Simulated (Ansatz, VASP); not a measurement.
Lu: VASP beside Ansatz

```
Lu
1.0
    -1.97366    1.97366    1.97366
     1.97366   -1.97366    1.97366
     1.97366    1.97366   -1.97366
Lu
1
Direct
  0.00000 0.00000 0.00000
```

Alike in both runs: functional revPBE; k mesh 11 × 11 × 11; occupations fermi-dirac, width 0.1 eV; no spin polarisation.

Ansatz relaxed the structure, and its values are those at the end. VASP's run is a single point on that final structure, the one shown.

```csv
,VASP,Ansatz
version,VASP 6.6.1,Ansatz 0.2.0
potentials or method,"VASP PAW PBE potentials, release 64 (Lu), cutoff 520 eV","plane waves (420 eV) with PAW, scalar-relativistic"
valence electrons in the cell,25,25
```

```csv
,VASP,Ansatz,Ansatz less VASP
pressure (GPa),0.1,0.0,-0.07
```

VASP's potentials were made for PBE, not for revPBE. The functional is the same, so the differences come from potentials, cutoffs and numerics.

Spin-orbit coupling is off throughout.
